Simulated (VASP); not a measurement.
# HfMg3 (Pm-3m) in VASP: vibrations by perturbation theory with LDA

Aim: the vibrations by perturbation theory of HfMg3 with LDA.

All numbers are computed with VASP 6.6.1; they aren't measurements. Logs are shortened: lines on timing, memory, paths and dates and some standing lists are left out, and cuts for length are marked.

### 1 The cell of the first run

Symmetry: Pm-3m, No. 221, cubic system. The conventional cell has a = 4.433 Å, b = 4.433 Å, c = 4.433 Å, α = 90.00°, β = 90.00°, γ = 90.00°. Mg (site symmetry 4/mmm) has 8 Mg at 3.13 Å and 4 Hf at 3.13 Å within 4.1 Å. Hf (site symmetry m-3m) has 12 Mg at 3.13 Å within 4.1 Å.

### 2 Vibrations by perturbation theory, LDA

INCAR

```
PREC = Accurate
ENCUT = 520
EDIFF = 1E-8
ISMEAR = -1
SIGMA = 0.1
LREAL = F
LASPH = T
NELM = 60
ALGO = Normal
ISIF = 2
LWAVE = F
LCHARG = F
IBRION = 8
NSW = 1
```

KPOINTS

```
Automatic mesh
0
Gamma
  8 8 8
```

POSCAR

```
HfMg3
1.0
    4.4333760000      0.0000000000      0.0000000000
    0.0000000000      4.4333760000      0.0000000000
    0.0000000000      0.0000000000      4.4333760000
Mg Hf
3 1
Direct
    0.5000000000      0.5000000000      0.0000000000
    0.5000000000      0.0000000000      0.5000000000
    0.0000000000      0.5000000000      0.5000000000
    0.0000000000      0.0000000000      0.0000000000
```

Potentials or basis: VASP PAW LDA potentials, release 64 (Mg, Hf_pv).

The run is started by

```sh
$ cat potpaw_LDA.64/Mg/POTCAR potpaw_LDA.64/Hf_pv/POTCAR > POTCAR
$ mpirun -np 1 vasp_std > vasp.out
```

OUTCAR:

```text
PREC = Accurate
   ENCUT = 520
   EDIFF = 1E-8
   ISMEAR = -1
   LREAL = F
   LASPH = T
   NELM = 60
   ISIF = 2
   IBRION = 8
   NSW = 1

 ion  position               nearest neighbor table
   1  0.500  0.500  0.000-   2 3.13   3 3.13   4 3.13   2 3.13   3 3.13   2 3.13   4 3.13   2 3.13
                             3 3.13   4 3.13   3 3.13   4 3.13
   2  0.500  0.000  0.500-   1 3.13   3 3.13   4 3.13   1 3.13   4 3.13   1 3.13   3 3.13   1 3.13
                             3 3.13   4 3.13   4 3.13   3 3.13
   3  0.000  0.500  0.500-   1 3.13   2 3.13   4 3.13   1 3.13   4 3.13   2 3.13   4 3.13   4 3.13
                             1 3.13   2 3.13   1 3.13   2 3.13
   4  0.000  0.000  0.000-   1 3.13   2 3.13   3 3.13   2 3.13   3 3.13   1 3.13   3 3.13   3 3.13
                             1 3.13   2 3.13   2 3.13   1 3.13

  LATTYP: Found a simple cubic cell.
 ALAT       =     4.4333760000

  Lattice vectors:

 A1 = (   4.4333760000,   0.0000000000,   0.0000000000)
 A2 = (   0.0000000000,   4.4333760000,   0.0000000000)
 A3 = (   0.0000000000,   0.0000000000,   4.4333760000)

Analysis of symmetry for initial positions (statically):
=====================================================================
 Subroutine PRICEL returns:
 Original cell was already a primitive cell.

 Routine SETGRP: Setting up the symmetry group for a
 simple cubic supercell.

 Subroutine GETGRP returns: Found 48 space group operations
 (whereof 48 operations were pure point group operations)
 out of a pool of 48 trial point group operations.

The static configuration has the point symmetry O_h .

Analysis of symmetry for dynamics (positions and initial velocities):
=====================================================================
 Subroutine PRICEL returns:
 Original cell was already a primitive cell.
[... 557 lines left out ...]
    total drift:                               -0.000000     -0.000000     -0.000000

  FREE ENERGIE OF THE ION-ELECTRON SYSTEM (eV)
  ---------------------------------------------------
  free  energy   TOTEN  =       -15.6365208639 eV

  energy  without entropy=      -15.5288201053  energy(sigma->0) =      -15.58267048

[... ionic steps 2 to 12 ...]

--------------------------------------- Ionic step       13  -------------------------------------------

 Free energy of the ion-electron system (eV)
  ---------------------------------------------------
  ---------------------------------------------------
  free energy    TOTEN  =        -0.22715326 eV

  energy without entropy =       -0.22715328

------------------------ aborting loop because EDIFF is reached ----------------------------------------

 INTERNAL STRAIN TENSOR  FOR ION    4  DIRECTION 1   (eV/Angst):
 -----------------------------------------------------------------------------
    -0.03270  0.00000 -0.00000
     0.00000  0.00417 -0.00000
    -0.00000 -0.00000  0.00417

 INTERNAL STRAIN TENSOR FOR ION    4 for displacements in x,y,z  (eV/Angst):
          X           Y           Z          XY          YZ          ZX
  --------------------------------------------------------------------------------
  x     0.00000     0.00000     0.00000     0.00000     0.00000     0.00000
  y     0.00000     0.00000     0.00000     0.00000     0.00000     0.00000
  z     0.00000     0.00000     0.00000     0.00000     0.00000     0.00000

 SECOND DERIVATIVES (NOT SYMMETRIZED)
 ------------------------------------
               1X          1Y          1Z          2X          2Y          2Z          3X          3Y          3Z          4X          4Y          4Z
  1X    -3.947992    0.000000    0.000000    0.205734    0.000000    0.000000    1.275642    0.000000    0.000000    2.466616    0.000000    0.000000
  1Y     0.000000   -3.947992    0.000000    0.000000    1.275642    0.000000    0.000000    0.205734    0.000000    0.000000    2.466616    0.000000
  1Z    -0.000000   -0.000000   -3.532413   -0.000000   -0.000000    1.276485    0.000000    0.000000    1.276485    0.000000    0.000000    0.979443
  2X     0.205734    0.000000    0.000000   -3.947992    0.000000    0.000000    1.275642    0.000000    0.000000    2.466616    0.000000    0.000000
  2Y    -0.000000    1.276485    0.000000    0.000000   -3.532413    0.000000    0.000000    1.276485    0.000000    0.000000    0.979443   -0.000000
  2Z     0.000000    0.000000    1.275642    0.000000    0.000000   -3.947992    0.000000    0.000000    0.205734    0.000000    0.000000    2.466616
  3X     1.276485   -0.000000    0.000000    1.276485    0.000000    0.000000   -3.532413    0.000000    0.000000    0.979443    0.000000   -0.000000
  3Y     0.000000    0.205734    0.000000    0.000000    1.275642    0.000000    0.000000   -3.947992    0.000000    0.000000    2.466616    0.000000
  3Z     0.000000    0.000000    1.275642    0.000000    0.000000    0.205734    0.000000    0.000000   -3.947992    0.000000    0.000000    2.466616
  4X     2.465798   -0.000000    0.000000    2.465798    0.000000    0.000000    0.980955   -0.000000    0.000000   -5.912551    0.000000    0.000000
  4Y    -0.000000    2.465798    0.000000   -0.000000    0.980955    0.000000    0.000000    2.465798    0.000000    0.000000   -5.912551    0.000000
  4Z    -0.000000   -0.000000    0.980955   -0.000000    0.000000    2.465798    0.000000   -0.000000    2.465798    0.000000    0.000000   -5.912551

 Eigenvectors and eigenvalues of the dynamical matrix
 ----------------------------------------------------

   1 f  =    7.472298 THz    46.949831 2PiTHz  249.249021 cm-1    30.902926 meV
             X         Y         Z           dx          dy          dz
      2.216688  2.216688  0.000000     0.246631   -0.469548   -0.019524
      2.216688  0.000000  2.216688     0.246631    0.568690    0.016120
      0.000000  2.216688  2.216688    -0.298706   -0.469548    0.016120
      0.000000  0.000000  0.000000    -0.071796    0.136688   -0.004693
[... 71 lines left out ...]
  12 f/i=    0.000048 THz     0.000304 2PiTHz    0.001612 cm-1     0.000200 meV
             X         Y         Z           dx          dy          dz
      2.216688  2.216688  0.000000    -0.021772   -0.140659    0.276430
      2.216688  0.000000  2.216688    -0.021772   -0.140656    0.276436
      0.000000  2.216688  2.216688    -0.021772   -0.140659    0.276436
      0.000000  0.000000  0.000000    -0.059001   -0.381180    0.749130

--------------------------------------------------------------------------------------------------------

 ELASTIC MODULI CONTR FROM IONIC RELAXATION (kBar)
 Direction    XX          YY          ZZ          XY          YZ          ZX
 --------------------------------------------------------------------------------
 XX           0.0000      0.0000      0.0000      0.0000      0.0000      0.0000
 YY           0.0000      0.0000      0.0000      0.0000      0.0000      0.0000
 ZZ           0.0000      0.0000      0.0000      0.0000      0.0000      0.0000
 XY           0.0000      0.0000      0.0000      0.0000      0.0000      0.0000
 YZ           0.0000      0.0000      0.0000      0.0000      0.0000      0.0000
 ZX           0.0000      0.0000      0.0000      0.0000      0.0000      0.0000
 --------------------------------------------------------------------------------
```

stdout:

```text
POSCAR found type information on POSCAR MgHf
 POSCAR found :  2 types and       4 ions
 scaLAPACK will be used
 LDA part: xc-table for (Slater(with rela. corr.)+CA(PZ))
 , standard interpolation
 POSCAR, INCAR and KPOINTS ok, starting setup
 FFT: planning ... GRIDC
 FFT: planning ... GRID_SOFT
 FFT: planning ... GRID
 WAVECAR not read
 entering main loop
 Linear response reoptimize wavefunctions to high precision
 Linear response DOF=           3
 Linear response progress:
 first order change of Fermi-energy  -0.65242E-05
 force on displaced ion       1 direction 1 :  -3.948   0.000   0.000
 Linear response progress:
 first order change of Fermi-energy   0.99596E-05
 force on displaced ion       1 direction 3 :  -0.000  -0.000  -3.532
 Linear response progress:
 first order change of Fermi-energy   0.85367E-03
 force on displaced ion       4 direction 1 :  -5.913   0.000   0.000
 Linear response finished
```

Run time: 7.5 min. Hardware: 1 thread of AMD EPYC 7R43 (Zen 3), shared host; peak memory 0.42 GiB.

What came out:

| Item | Value |
| --- | --- |
| Highest phonon frequency at Γ | 249 cm⁻¹ |

Phonon frequencies in cm⁻¹ (negative: imaginary):
| q point | frequencies |
| --- | --- |
| (0.000, 0.000, 0.000) | 0 0 0 168 168 168 216 216 216 249 249 249 |

Caveat: the cell stands under pressure or tension, which shifts response properties; spin-orbit coupling is left out, which moves the levels of the heavy elements.
